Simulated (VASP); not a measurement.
Runs of VASP 6.6.1 on CaZr3N2. The structure is that of space group P-4m2 (No. 115), or close to it. The cells are those of the table. 

```csv
task,cell,k mesh,cutoff (eV),gap on the mesh (eV),pressure (GPa),relaxed volume (Å³/atom),largest force (eV/Å)
relaxation of cell and atoms,"relaxed from a = 3.432, b = 3.432, c = 7.521 Å, 6 atoms",6 × 6 × 2,600,none,0.0,15.00,0.01
single point,"a = 3.576, b = 3.576, c = 7.019 Å, 6 atoms",10 × 10 × 6,520,none,0.4,-,0.01
single point,"a = 3.576, b = 3.576, c = 7.020 Å, 6 atoms",6 × 6 × 4,520,none,(a),-,0.02
relaxation of cell and atoms,"relaxed from a = 3.579, b = 3.579, c = 7.004 Å, 6 atoms",6 × 6 × 4,600,none,-0.3,15.03,0.02
single point,"a = 3.579, b = 3.579, c = 7.004 Å, 6 atoms",6 × 6 × 2,520,none,0.4,-,0.03
```

Alike in all rows: level PBE; potentials or basis VASP PAW PBE potentials, release 64 (Ca_sv, Zr_sv, N); no spin polarisation; smearing gaussian 0.1 eV.

Task: Estimate the missing entries.

Result: (a) 0.3.

Caveats: some runs use coarse meshes.

A k mesh can miss the band edges, and the runs leave out spin-orbit coupling on Zr.

A gap of «none» marks levels without a gap at the run's occupations.
